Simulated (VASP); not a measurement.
Runs of VASP 6.6.1 on AlGa2As3. The structure is that of space group P6/mmm (No. 191), or close to it. The cells are those of the table. 

```tsv
task	cell	k mesh	cutoff (eV)	gap on the mesh (eV)	pressure (GPa)	relaxed volume (Å³/atom)
single point	a = 6.428, b = 6.428, c = 3.841 Å, angles 90.0, 90.0, 120.0°, 6 atoms	6 × 6 × 10	520	none	0.1	-
single point	a = 6.177, b = 6.177, c = 3.431 Å, angles 90.0, 90.0, 120.0°, 6 atoms	3 × 3 × 6	520	none	(a)	-
single point	a = 6.658, b = 6.658, c = 3.601 Å, angles 90.0, 90.0, 120.0°, 6 atoms	3 × 3 × 6	520	none	0.2	-
relaxation of cell and atoms	relaxed from a = 6.658, b = 6.658, c = 3.601 Å, angles 90.0, 90.0, 120.0°, 6 atoms	6 × 6 × 10	600	none	0.0	22.95
relaxation of cell and atoms	relaxed from a = 6.177, b = 6.177, c = 3.431 Å, angles 90.0, 90.0, 120.0°, 6 atoms	3 × 3 × 6	600	none	-0.1	(b)
```

Alike in all rows: level PBE; potentials or basis VASP PAW PBE potentials, release 64 (Al, Ga_d, As); no spin polarisation; smearing gaussian 0.1 eV.

Question: Estimate the missing entries.

Answer: (a) 15.7; (b) 23.11.

Caveats: some runs use coarse meshes; the volume moved by over 15 % at a fixed basis, so the end points are rough (some runs).

A k mesh can miss the band edges, and the runs leave out spin-orbit coupling on As, Ga.

A gap of «none» marks levels without a gap at the run's occupations.
